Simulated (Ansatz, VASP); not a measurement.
# Pd in VASP and in Ansatz

```xyz
2
Lattice="1.6974 0.9800 3.1476 -1.6974 0.9800 3.1476 0.0000 -1.9600 3.1476" Properties=species:S:1:pos:R:3 pbc="T T T"
Pd    0.0000    0.0000    2.1486
Pd    0.0000    0.0000    7.2942
```

Alike in both runs: task relaxation of cell and atoms; functional PBEsol; k mesh 6 × 6 × 6; occupations gaussian, width 0.1 eV; no spin polarisation.

|  | VASP | Ansatz |
| --- | --- | --- |
| version | VASP 6.6.1 | Ansatz 0.2.0 |
| potentials or method | VASP PAW PBE potentials, release 64 (Pd), cutoff 600 eV | scalar-relativistic, plane waves, PAW |
| valence electrons in the cell | 20 | 36 |

Ansatz gave:

* gap on the k mesh at the Fermi level, each at its own relaxed structure (eV): none
* relaxed volume (Å³/atom): 14.48
* relaxed cell length with the largest relative difference (Å): 4.771

Task: What did VASP give for the same quantities?

Result: gap on the k mesh at the Fermi level, each at its own relaxed structure (eV): none; relaxed volume (Å³/atom): 14.43; relaxed cell length with the largest relative difference (Å): 4.757.

VASP's potentials were made for PBE, not for PBEsol. A gap of «none» marks a metal or a gap that the smearing closes. VASP's potentials hold 20 valence electrons a cell and Ansatz's 36, so a difference there can come from the potentials and not from the codes.

The k mesh is coarse, so the values compare programs but aren't converged.
